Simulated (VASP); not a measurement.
# Cd4Se (P4/nmm) in VASP: single point with PBE

Aim: the single point of Cd4Se with PBE.

Program: VASP 6.6.1. These are calculated values, not measurements. Logs are shortened: lines on timing, memory, paths and dates and some standing lists are left out, and cuts for length are marked.

**1. The cell of the first run**

It takes space group P4/nmm (No. 129, tetragonal). Conventional cell: a = 4.379 Å, b = 4.379 Å, c = 14.075 Å, α = 90.00°, β = 90.00°, γ = 90.00°. Cd (site symmetry -4m2) has 4 Se at 2.79 Å and 4 Cd at 3.10 Å within 3.7 Å. Within 4.1 Å of Cd (site symmetry 4mm) lie 12 Cd at 3.15 to 3.61 Å. Cd (site symmetry 2mm) has 8 Cd at 3.10 to 3.61 Å and 2 Se at 3.51 Å within 4.1 Å. Se (site symmetry 4mm) has 8 Cd at 2.79 to 3.51 Å within 3.7 Å.

**2. Single point, PBE**

Contents of INCAR:

```
PREC = Accurate ; ENCUT = 520
EDIFF = 1E-6 ; ISMEAR = 0
SIGMA = 0.2 ; LREAL = False
LASPH = True ; NELM = 80
ALGO = Normal ; ISIF = 2
LWAVE = False ; LCHARG = False
GGA = PE ; NBANDS = 65
```

Contents of KPOINTS:

```
regular mesh
0
Gamma
  3 3 2
```

Contents of POSCAR:

```
Cd4Se
1.0
    4.3788752411      0.0000000000      0.0000000000
    0.0000000000      4.3788752411      0.0000000000
    0.0000000000      0.0000000000     14.0750042352
Cd Se
8 2
Direct
    0.0000000000      0.0000000000      0.0000000000
    0.5000000000      0.5000000000      0.0000000000
    0.0000000000      0.5000000000      0.5212268491
    0.5000000000      0.0000000000      0.4787731509
    0.0000000000      0.0000000000      0.3174648835
    0.5000000000      0.5000000000      0.3174648835
    0.5000000000      0.5000000000      0.6825351165
    0.0000000000      0.0000000000      0.6825351165
    0.0000000000      0.5000000000      0.1223291121
    0.5000000000      0.0000000000      0.8776708879
```

Potentials or basis: VASP PAW PBE potentials, release 64 (Cd, Se).

Started as:

```bash
$ cat potpaw_PBE.64/Cd/POTCAR potpaw_PBE.64/Se/POTCAR > POTCAR
$ mpirun -np 1 vasp_std > vasp.out
```

OUTCAR:

```text
PREC = Accurate
   ENCUT = 520
   EDIFF = 1E-6
   ISMEAR = 0
   LREAL = False
   LASPH = True
   NELM = 80
   ISIF = 2
   GGA = PE

 ion  position               nearest neighbor table
   1  0.000  0.000  0.000-   9 2.79  10 2.79   9 2.79  10 2.79   2 3.10   2 3.10   2 3.10   2 3.10

   2  0.500  0.500  0.000-   9 2.79  10 2.79  10 2.79   9 2.79   1 3.10   1 3.10   1 3.10   1 3.10

   3  0.000  0.500  0.521-   4 3.15   4 3.15   4 3.15   4 3.15   8 3.15   8 3.15   7 3.15   7 3.15
                             5 3.61   6 3.61   5 3.61   6 3.61
   4  0.500  0.000  0.479-   3 3.15   3 3.15   3 3.15   3 3.15   6 3.15   6 3.15   5 3.15   5 3.15
                             7 3.61   8 3.61   8 3.61   7 3.61
   5  0.000  0.000  0.317-   6 3.10   6 3.10   6 3.10   6 3.10   4 3.15   4 3.15   3 3.61   3 3.61

   6  0.500  0.500  0.317-   5 3.10   5 3.10   5 3.10   5 3.10   4 3.15   4 3.15   3 3.61   3 3.61

   7  0.500  0.500  0.683-   8 3.10   8 3.10   8 3.10   8 3.10   3 3.15   3 3.15   4 3.61   4 3.61

   8  0.000  0.000  0.683-   7 3.10   7 3.10   7 3.10   7 3.10   3 3.15   3 3.15   4 3.61   4 3.61

   9  0.000  0.500  0.122-   1 2.79   2 2.79   1 2.79   2 2.79
  10  0.500  0.000  0.878-   1 2.79   2 2.79   2 2.79   1 2.79

  LATTYP: Found a simple tetragonal cell.
 ALAT       =     4.3788752411
 C/A-ratio  =     3.2142966995

  Lattice vectors:

 A1 = (   4.3788752411,   0.0000000000,   0.0000000000)
 A2 = (   0.0000000000,   4.3788752411,   0.0000000000)
 A3 = (   0.0000000000,   0.0000000000,  14.0750042352)

Analysis of symmetry for initial positions (statically):
=====================================================================
 Subroutine PRICEL returns:
 Original cell was already a primitive cell.

 Routine SETGRP: Setting up the symmetry group for a
 simple tetragonal supercell.

 Subroutine GETGRP returns: Found 16 space group operations
 (whereof  8 operations were pure point group operations)
 out of a pool of 16 trial point group operations.

The static configuration has the point symmetry D_2d.
 The point group associated with its full space group is D_4h.

Analysis of symmetry for dynamics (positions and initial velocities):
=====================================================================
 Subroutine PRICEL returns:
 Original cell was already a primitive cell.

 Routine SETGRP: Setting up the symmetry group for a
 simple tetragonal supercell.

 Subroutine GETGRP returns: Found 16 space group operations
 (whereof  8 operations were pure point group operations)
 out of a pool of 16 trial point group operations.

The dynamic configuration has the point symmetry D_2d.
 The point group associated with its full space group is D_4h.

 Subroutine INISYM returns: Found 16 space group operations
 (whereof  8 operations are pure point group operations),
 and found     1 'primitive' translations

----------------------------------------------------------------------------------------

                                     Primitive cell

  volume of cell :     269.8818

  direct lattice vectors                    reciprocal lattice vectors
     4.378875241  0.000000000  0.000000000     0.228369146  0.000000000  0.000000000
     0.000000000  4.378875241  0.000000000     0.000000000  0.228369146  0.000000000
     0.000000000  0.000000000 14.075004235     0.000000000  0.000000000  0.071047936

  length of vectors
     4.378875241  4.378875241 14.075004235     0.228369146  0.228369146  0.071047936

  position of ions in fractional coordinates (direct lattice)
     0.000000000  0.000000000  0.000000000
     0.500000000  0.500000000  0.000000000
     0.000000000  0.500000000  0.521226849
     0.500000000  0.000000000  0.478773151
     0.000000000  0.000000000  0.317464884
     0.500000000  0.500000000  0.317464884
     0.500000000  0.500000000  0.682535116
     0.000000000  0.000000000  0.682535116
     0.000000000  0.500000000  0.122329112
     0.500000000  0.000000000  0.877670888

  ion indices of the primitive-cell ions
   primitive index   ion index
                 1           1
                 2           2
                 3           3
                 4           4
                 5           5
                 6           6
                 7           7
                 8           8
                 9           9
                10          10

----------------------------------------------------------------------------------------

 KPOINTS: regular mesh

Automatic generation of k-mesh.
 Grid dimensions read from file:
 generate k-points for:    3    3    2

 Generating k-lattice:

  Cartesian coordinates                     Fractional coordinates (reciprocal lattice)
     0.076123049  0.000000000  0.000000000     0.333333333  0.000000000  0.000000000
     0.000000000  0.076123049  0.000000000     0.000000000  0.333333333  0.000000000
     0.000000000  0.000000000  0.035523968     0.000000000  0.000000000  0.500000000

  Length of vectors
     0.076123049  0.076123049  0.035523968

  Shift w.r.t. Gamma in fractional coordinates (k-lattice)
     0.000000000  0.000000000  0.000000000

 Subroutine IBZKPT returns following result:
 ===========================================

 Found      6 irreducible k-points:

 Following reciprocal coordinates:
            Coordinates               Weight
  0.000000  0.000000  0.000000      1.000000
  0.333333  0.000000  0.000000      4.000000
  0.333333  0.333333  0.000000      4.000000
  0.000000  0.000000  0.500000      1.000000
  0.333333  0.000000  0.500000      4.000000
  0.333333  0.333333  0.500000      4.000000
   k-points           NKPTS =      6   k-points in BZ     NKDIM =      6   number of bands    NBANDS=     65
   number of dos      NEDOS =    301   number of ions     NIONS =     10
   total plane-waves  NPLWV = 139968
   dimension x,y,z NGX =    36 NGY =   36 NGZ =  108
   dimension x,y,z NGXF=    72 NGYF=   72 NGZF=  216
   ions per type =               8   2
   NGX,Y,Z   is equivalent  to a cutoff of  13.67, 13.67, 12.76 a.u.
   NGXF,Y,Z  is equivalent  to a cutoff of  27.34, 27.34, 25.51 a.u.
 SYSTEM =  unknown system
   PREC   = accura    normal or accurate (medium, high low for compatibility)
   ISTART =      0    job   : 0-new  1-cont  2-samecut
   ICHARG =      2    charge: 1-file 2-atom 10-const
   ISPIN  =      1    spin polarized calculation?
   LNONCOLLINEAR =      F non collinear calculations
   LSORBIT =      F    spin-orbit coupling
   LASPH  =      T    aspherical Exc in radial PAW
   ENCUT  =  520.0 eV  38.22 Ry    6.18 a.u.   8.14  8.14 26.17*2*pi/ulx,y,z
   NELM   =     80;   NELMIN=  2; NELMDL= -5     # of ELM steps
   EDIFF  = 0.1E-05   stopping-criterion for ELM
   LREAL  =      F    real-space projection
   EDIFFG = 0.1E-04   stopping-criterion for IOM
   NSW    =      0    number of steps for IOM
   IBRION =     -1    ionic relax: 0-MD 1-quasi-New 2-CG
   NFREE  =      0    steps in history (QN), initial steepest desc. (CG)
   ISIF   =      2    stress and relaxation
   ISYM   =      2    0-nonsym 1-usesym 2-fastsym
   POTIM  = 0.5000    time-step for ionic-motion
   TEBEG  =    0.0;   TEEND  =   0.0 temperature during run
   PSTRESS=    0.0 pullay stress
   NELECT =     108.0000    total number of electrons
   NUPDOWN=      -1.0000    fix difference up-down
   EMIN   =  10.00;   EMAX   =-10.00  energy-range for DOS
   EFERMI =   0.00;   METHOD = LEGACY
   ISMEAR =     0;   SIGMA  =   0.20  broadening in eV -4-tet -1-fermi 0-gaus
   EFERMI_NEDOS =   21; number of points for ismear=-14 and -15
   IALGO  =     38    algorithm
   IMIX   =      4    mixing-type and parameters
     AMIX     =   0.40;   BMIX     =  1.00
     AMIX_MAG =   1.60;   BMIX_MAG =  1.00
  volume/ion in A,a.u.               =      26.99       182.13
  Fermi-wavevector in a.u.,A,eV,Ry     =   1.206401  2.279766 19.801950  1.455402
  Thomas-Fermi vector in A             =   2.342069
   LORBIT       =      0    0 simple, 1 ext, 2 COOP (PROOUT), +10 PAW based schemes
   GGA     = PE    functional components
   LHFCALC =     F    Hartree Fock is set to
   AEXX    =    0.0000 exact exchange contribution
   IVDW    =     0    specifies the selected vdW correction
   LEPSILON=     F    determine dielectric tensor
   LRPA    =     F    only Hartree local field effects (RPA)
 non-spin polarized calculation
 Gauss-broadening in eV      SIGMA  =   0.20
  energy-cutoff  :      520.00
  volume of cell :      269.88
 maximum number of plane-waves:      7290
 NGX is ok and might be reduce to    36
   NGX = 17   NGY = 17   NGZ = 53

 number of electron     107.9999974 magnetization

 Free energy of the ion-electron system (eV)
  ---------------------------------------------------
  ext. energy  EPLUGINS =         0.00000000
  ---------------------------------------------------
  free energy    TOTEN  =       -14.13020501 eV

  energy without entropy =      -14.10065270  energy(sigma->0) =      -14.11542886

 E-fermi :   1.9888     XC(G=0):  -9.5528

 val. band max:        1.7658508758   @ k =   0.3333   0.0000   0.5000
 cond. band min:       2.0605415457   @ k =   0.3333   0.0000   0.0000
 fundamental gap:      0.2946906699
 Fermi energy:         1.9888441329

 k-point     1 :       0.0000    0.0000    0.0000
  band No.  band energies     occupation
      1     -11.7936      2.00000
      2     -11.5254      2.00000
      3      -7.9994      2.00000
      4      -7.7132      2.00000
      5      -7.6782      2.00000
      6      -7.6355      2.00000
[... 57 lines left out ...]
     64       5.3818      0.00000
     65       6.0153      0.00000

 k-point     2 :       0.3333    0.0000    0.0000
  band No.  band energies     occupation
      1     -11.6275      2.00000
      2     -11.4963      2.00000
      3      -7.7407      2.00000
      4      -7.5381      2.00000
      5      -7.5024      2.00000
      6      -7.5009      2.00000
[... 261 lines left out ...]
     64       6.2006      0.00000
     65       6.7228      0.00000

 k-point     6 :       0.3333    0.3333    0.5000
  band No.  band energies     occupation
      1     -11.5094      2.00000
      2     -11.4456      2.00000
      3      -7.8160      2.00000
      4      -7.5274      2.00000
      5      -7.4775      2.00000
      6      -7.4098      2.00000
[... 57 lines left out ...]
     64       5.8019      0.00000
     65       6.1646      0.00000

------------------------ aborting loop because EDIFF is reached ----------------------------------------

  FORCE on cell =-STRESS in cart. coord.  units (eV):
  Direction    XX          YY          ZZ          XY          YZ          ZX
  --------------------------------------------------------------------------------------
  -------------------------------------------------------------------------------------
  Total       -0.0026057     -0.0026057      0.3320237      0.0000000      0.0000000      0.0000000
  in kB       -0.0154692     -0.0154692      1.9710879      0.0000000      0.0000000      0.0000000
  external PRESSURE =       0.6467165 kB  Pullay stress =       0.0000000 kB

 VOLUME and BASIS-vectors are now :
 -----------------------------------------------------------------------------
  energy-cutoff  :      520.00
  volume of cell :      269.88
      direct lattice vectors                 reciprocal lattice vectors
     4.378875241  0.000000000  0.000000000     0.228369146  0.000000000  0.000000000
     0.000000000  4.378875241  0.000000000     0.000000000  0.228369146  0.000000000
     0.000000000  0.000000000 14.075004235     0.000000000  0.000000000  0.071047936

 POSITION                                       TOTAL-FORCE (eV/Angst)
 -----------------------------------------------------------------------------------
      0.00000      0.00000      0.00000        -0.000000      0.000000      0.000000
      2.18944      2.18944      0.00000        -0.000000      0.000000      0.000000
      0.00000      2.18944      7.33627        -0.000000      0.000000      0.024074
      2.18944      0.00000      6.73873         0.000000      0.000000     -0.024074
      0.00000      0.00000      4.46832        -0.000000      0.000000     -0.003336
      2.18944      2.18944      4.46832        -0.000000     -0.000000     -0.003336
      2.18944      2.18944      9.60668        -0.000000     -0.000000      0.003336
      0.00000      0.00000      9.60668        -0.000000      0.000000      0.003336
      0.00000      2.18944      1.72178        -0.000000     -0.000000     -0.008253
      2.18944      0.00000     12.35322        -0.000000      0.000000      0.008253
 -----------------------------------------------------------------------------------
    total drift:                                0.000000      0.000000      0.000000

  FREE ENERGIE OF THE ION-ELECTRON SYSTEM (eV)
  ---------------------------------------------------
  free  energy   TOTEN  =       -14.1302050147 eV

  energy  without entropy=      -14.1006527001  energy(sigma->0) =      -14.11542886
```

It took 84 s on 1 thread of Intel Xeon Platinum 8488C (Sapphire Rapids), shared host; peak memory 0.37 GiB.

Results:

* Free energy: -14.1302 eV
* Pressure: 0.1 GPa
* Largest force: 0.024 eV/Å
* Band gap on the k mesh: zero (band 54 reaches 2.79 eV, above the bottom of band 55 at 1.40 eV)

Forces on the atoms (eV/Å):
```
Cd   0.000  0.000  0.000
Cd   0.000  0.000  0.000
Cd   0.000  0.000  0.024
Cd   0.000  0.000 -0.024
Cd   0.000  0.000 -0.003
Cd   0.000  0.000 -0.003
Cd   0.000  0.000  0.003
Cd   0.000  0.000  0.003
Se   0.000  0.000 -0.008
Se   0.000  0.000  0.008
```

Caveat: the k points lie up to 0.48 Å⁻¹ apart.
